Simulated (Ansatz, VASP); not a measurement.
# ZnS in VASP and in Ansatz

```
Zn S
1.0
     3.69015    0.31032   -0.16085
    -1.57632    3.38304    0.67508
    -0.26391    1.12659    5.97950
Zn S
2 2
Cartesian
  0.1836 2.3693 0.4296
  1.8035 1.9092 3.1551
  0.0767 2.7639 2.6486
  1.6967 2.3384 5.3789
```

Change from the starting cell: cell sheared at random, sigma 0.1, atoms nudged by 0.01 Å.

Alike in both runs: task single point; functional r2SCAN; k mesh 6 × 6 × 4; occupations gaussian, width 0.05 eV; no spin polarisation.

```csv
,VASP,Ansatz
version,VASP 6.6.1,Ansatz 0.2.0
potentials or method,"VASP PAW PBE potentials, release 64 (Zn, S), cutoff 520 eV","scalar-relativistic, plane waves, PAW"
valence electrons in the cell,36,36
```

```tsv
	VASP	Ansatz	Ansatz less VASP
gap on the k mesh at the Fermi level (eV)	1.04	1.04	-0.001
least direct gap on the mesh (eV)	1.04	1.04	-0.001
pressure (GPa)	9.0	8.9	-0.11
traceless stress, the component that is largest in VASP (GPa)	-11.26	-11.24	+0.021
rms of the force components (eV/Å)	1.773	1.750	-0.0229
```

VASP's potentials were made for PBE, not for r2SCAN. Atom by atom the forces differ by 0.025 eV/Å (rms over components).
